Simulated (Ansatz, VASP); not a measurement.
# MgS in VASP and in Ansatz

The input POSCAR:

```
MgS
1.0
    0.0000000000      2.8331200468      2.8331200468
    2.8331200468      0.0000000000      2.8331200468
    2.8331200468      2.8331200468      0.0000000000
S Mg
1 1
Direct
    0.2500000000      0.2500000000      0.2500000000
    0.0000000000      0.0000000000      0.0000000000
```

The input INCAR.step1:

```
ALGO = Normal
EDIFF = 1E-5
ENCUT = 600
GGA = PE
ISMEAR = -1
LASPH = True
LCHARG = False
LREAL = False
LWAVE = True
NBANDS = 11
NELM = 80
PREC = Accurate
SIGMA = 0.05
```

Contents of INCAR.step2:

```
AEXX = 0.25
ALGO = Normal
EDIFF = 1E-7
EDIFFG = -0.01
ENCUT = 600
GGA = PS
HFSCREEN = 0.207
IBRION = 2
ISIF = 3
ISMEAR = -1
ISTART = 1
LASPH = True
LCHARG = False
LHFCALC = True
LREAL = False
LWAVE = False
NELM = 80
NSW = 60
PREC = Accurate
PRECFOCK = Normal
SIGMA = 0.05
```

KPOINTS

```
k-points
0
Gamma
  4 4 4
```

File input:

```
crystal:
  lattice:
    - [0.0, 2.8331200468, 2.8331200468]
    - [2.8331200468, 0.0, 2.8331200468]
    - [2.8331200468, 2.8331200468, 0.0]
  atoms:
    - { symbol: S, position: [0.25, 0.25, 0.25] }
    - { symbol: Mg, position: [0.0, 0.0, 0.0] }
hamiltonian:
  xc:
    exchange: hjs_pbesol
    correlation: pbesol
    exx: { coeff: 0.25, omega: 0.207 }
  pseudopotentials: { kind: paw }
kpoints:
  mp_grid: { grid: [4, 4, 4] }
scf:
  occupations: { method: fermi_dirac, width: 0.05 }
output:
  forces: true
  stress: true
  eigenvalues: true
relax:
  f_tol: 0.01
  max_steps: 40
  cell: { stress_tol: 0.05 }
```

Alike in both runs: task relaxation of cell and atoms; functional PBEsol-based screened hybrid; k mesh 4 × 4 × 4; occupations fermi-dirac, width 0.05 eV; no spin polarisation.

```csv
,VASP,Ansatz
version,VASP 6.6.1,Ansatz 0.2.0
potentials or method,"VASP PAW PBE potentials, release 64 (S, Mg)",Ansatz PAW
plane-wave cutoff (eV),600,420
valence electrons in the cell,8,16
```

VASP gave:

```
gap on the k mesh at the Fermi level, each at its own relaxed structure (eV) : 4.47
relaxed volume (Å³/atom)                                                     : 22.31
relaxed cell length with the largest relative difference (Å)                 : 3.981
```

Problem. Which values does Ansatz return?

Solution. gap on the k mesh at the Fermi level, each at its own relaxed structure (eV): 4.46; relaxed volume (Å³/atom): 22.36; relaxed cell length with the largest relative difference (Å): 3.984.

VASP's potentials were made for PBE, not for PBEsol-based screened hybrid. VASP's potentials hold 8 valence electrons a cell and Ansatz's 16, so a difference there can come from the potentials and not from the codes.

The k mesh is coarse, so the values compare programs but aren't converged. Noted on Ansatz's run: the plane-wave basis is chosen anew once the cell has moved, so the energies of steps on either side of that aren't comparable.
